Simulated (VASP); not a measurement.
# Zn6CO6F2 in VASP: notebook, part 2 of 2

VASP 6.6.1.

## Step 5: Single point, PBE

File INCAR:

```
SYSTEM = Zn6CO6F2
  PREC = Accurate
  ENCUT = 1010
  EDIFF = 1E-6
  ISMEAR = 0
  SIGMA = 0.02
  LREAL = Auto
  LASPH = .TRUE.
  NELM = 120
  ALGO = Normal
  ISIF = 2
  LWAVE = .FALSE.
  LCHARG = .FALSE.
  GGA = PE
  NBANDS = 76
  GGA_COMPAT = .FALSE.
  NELMDL = -8
```

File KPOINTS:

```
regular mesh
0
G
  2 2 1
  0 0 0
```

File POSCAR:

```
Zn6CO6F2
1.0
    5.8041020000      0.0000000000      0.0000000000
   -2.9020510000      5.4880210000      0.0000000000
    0.0000000000      0.0000000000     17.5870760000
Zn O C F
6 6 1 2
Direct
    0.3333333908      0.0000000000      0.0568599351
    0.3156248233      0.4756924217      0.0373068838
    0.8765247472      0.0168408612      0.1103815097
    0.8278418426      0.4848155647      0.0851068705
    0.1678630191      0.0828748651      0.2911526623
    0.3935506584      0.5063364371      0.1965504669
    0.1438780234      0.6649227472      0.0360912183
    0.1265043989      0.1432192042      0.0231039543
    0.6216792174      0.6503433569      0.1090400701
    0.6444397429      0.1580892274      0.1115193907
    0.1341201560      0.7293166334      0.2682125784
    0.1363064438      0.1685644060      0.1940360638
    0.3182973785      0.6877695985      0.2772415949
    0.2707165127      1.1433952239      0.3860408063
    0.4673557517      0.7762690777      0.3401228266
```

Run with:

```bash
> cat potpaw_PBE.64/Zn/POTCAR potpaw_PBE.64/O_h/POTCAR potpaw_PBE.64/C_h/POTCAR potpaw_PBE.64/F_h/POTCAR > POTCAR
> mpirun -np 1 vasp_std > vasp.out
```

It took 23 min on 1 thread of Intel Xeon Platinum 8259CL at 2.50GHz (Skylake/Cascade Lake), shared host; peak memory 1.5 GiB.

It converged, with:

* Free energy: -66.5284 eV
* Largest force: 0.387 eV/Å
* Band gap on the k mesh: 1.61 eV

Forces on the atoms (eV/Å):
```
Zn   0.069  0.073  0.073
Zn   0.092  0.030 -0.003
Zn   0.014 -0.086  0.013
Zn  -0.020  0.037 -0.028
Zn  -0.106 -0.174 -0.043
Zn   0.005  0.055  0.069
O   -0.070  0.058 -0.095
O   -0.017 -0.096 -0.120
O   -0.004  0.035 -0.016
O   -0.052 -0.039  0.037
O    0.033  0.018  0.097
O   -0.003 -0.063 -0.152
C    0.108 -0.057 -0.172
F   -0.002  0.120  0.368
F   -0.048  0.090 -0.027
```

Levels at points of the mesh, in eV from the valence-band top:
```csv
k point,band 59,band 60,band 61,band 62,band 63,band 64,band 65,band 66,band 67,band 68
"(0.00, 0.00, 0.00)",-1.08,-1.07,-0.61,-0.54,0.00,1.61,3.08,3.89,4.35,5.03
"(0.50, 0.00, 0.00)",-0.90,-0.80,-0.58,-0.56,-0.46,2.89,3.39,3.70,4.42,4.49
"(0.50, 0.50, 0.00)",-1.09,-1.05,-0.86,-0.66,-0.51,2.96,3.12,3.81,3.96,4.82
"(0.00, 0.50, 0.00)",-1.19,-0.94,-0.85,-0.63,-0.47,2.94,3.13,3.75,4.17,4.56
```

Caveat: the k points lie up to 0.61 Å⁻¹ apart; there is no dipole correction, which matters where the two faces differ.

## Step 6: Single point, PBE

File INCAR:

```
  ALGO = Normal
  EDIFF = 1E-6
  ENCUT = 1010
  GGA = PE
  GGA_COMPAT = F
  ISIF = 2
  ISMEAR = 0
  LASPH = T
  LCHARG = F
  LREAL = Auto
  LWAVE = F
  NBANDS = 76
  NELM = 120
  NELMDL = -8
  PREC = Accurate
  SIGMA = 0.02
```

File KPOINTS:

```
k-points
0
Gamma
  2 2 1
```

File POSCAR:

```
Zn6CO6F2
1.0
    5.8041020000      0.0000000000      0.0000000000
   -2.9020510000      5.4880210000      0.0000000000
    0.0000000000      0.0000000000     17.5870760000
Zn O C F
6 6 1 2
Direct
    0.3333333500      0.0000000000      0.0568599400
    0.3467152475      0.4794732596      0.0721716403
    0.9100572691      0.0493559918      0.1166816367
    0.8523527782      0.5134895137      0.1281919405
    0.4440821526      0.1325098683      0.2187716794
    0.4556103745      0.5781486029      0.2280819158
    0.1643335958      0.6659316847      0.0742751135
    0.1553369128      0.1701490970      0.0266901931
    0.6614436396      0.6998825441      0.1304913542
    0.6412947679      0.1594679911      0.1239342330
    0.3876584900      0.9456713759      0.3137188937
    0.2039281497      0.2524813851      0.1907503987
    0.4020414339      0.7540744002      0.3139147758
   -0.2592615976      0.4646336006      0.2523863622
    0.3699015541      0.6511130176      0.3831986025
```

Potentials or basis: VASP PAW PBE potentials, release 64 (Zn, O_h, C_h, F_h).

Run with:

```bash
> cat potpaw_PBE.64/Zn/POTCAR potpaw_PBE.64/O_h/POTCAR potpaw_PBE.64/C_h/POTCAR potpaw_PBE.64/F_h/POTCAR > POTCAR
> mpirun -np 1 vasp_std > vasp.out
```

Run time: 16 min. Hardware: 1 thread of Intel Xeon 6975P-C (Granite Rapids), shared host; peak memory 1.4 GiB.

It converged, with:

| Property | Result |
| --- | --- |
| Free energy | -67.6057 eV |
| Largest force | 0.129 eV/Å |
| Band gap on the k mesh | 1.81 eV |

Forces in eV/Å, atoms in the order of the input:
```
Zn   0.035  0.022 -0.014
Zn   0.038  0.002 -0.004
Zn   0.016  0.001  0.011
Zn   0.002 -0.009  0.053
Zn   0.007 -0.026  0.021
Zn  -0.010  0.027  0.047
O    0.001 -0.010 -0.033
O   -0.053 -0.011 -0.116
O   -0.010  0.034 -0.014
O    0.017 -0.023 -0.026
O    0.003 -0.017  0.036
O   -0.084 -0.029 -0.011
C   -0.019  0.020  0.020
F    0.048  0.031  0.018
F    0.008 -0.013  0.013
```

Levels at points of the mesh, in eV from the valence-band top:
| k point | band 60 | band 61 | band 62 | band 63 | band 64 | band 65 | band 66 | band 67 |
| --- | --- | --- | --- | --- | --- | --- | --- | --- |
| (0.00, 0.00, 0.00) | -0.70 | -0.30 | -0.25 | 0.00 | 1.81 | 3.07 | 4.14 | 5.15 |
| (0.50, 0.00, 0.00) | -0.75 | -0.51 | -0.37 | -0.25 | 3.03 | 3.57 | 4.14 | 4.40 |
| (0.50, 0.50, 0.00) | -0.89 | -0.75 | -0.54 | -0.20 | 2.98 | 3.58 | 3.85 | 4.58 |
| (0.00, 0.50, 0.00) | -0.84 | -0.54 | -0.39 | -0.18 | 2.93 | 3.47 | 3.86 | 4.48 |

Caveat: the k points lie up to 0.61 Å⁻¹ apart; there is no dipole correction, which matters where the two faces differ.

## Step 7: The runs side by side

| potentials or basis | cell | cutoff (eV) | gap on the mesh (eV) | largest force (eV/Å) |
| --- | --- | --- | --- | --- |
| VASP PAW PBE potentials, release 64 (Zn, O, C, F) | as given, atomic positions A | 520 | 1.80 | 0.38 |
| VASP PAW PBE potentials, release 64 (Zn, O_h, C_h, F_h) | as given, atomic positions B | 1010 | 1.64 | 0.32 |
| VASP PAW PBE potentials, release 64 (Zn, O_h, C_h, F_h) | as given, atomic positions C | 1010 | 1.79 | 0.15 |
| VASP PAW PBE potentials, release 64 (Zn, O_h, C_h, F_h) | as given, atomic positions D | 1010 | 1.61 | 0.39 |
| VASP PAW PBE potentials, release 64 (Zn, O_h, C_h, F_h) | as given, atomic positions A | 1010 | 1.81 | 0.13 |

Alike in all rows: task single point; level PBE; no spin polarisation; k mesh 2 × 2 × 1; smearing gaussian 0.02 eV.

Caveats: all runs use coarse meshes; there is no dipole correction, which matters where the two faces differ.

Total energies depend on the potentials used, so only differences within one code and one set of settings carry meaning.
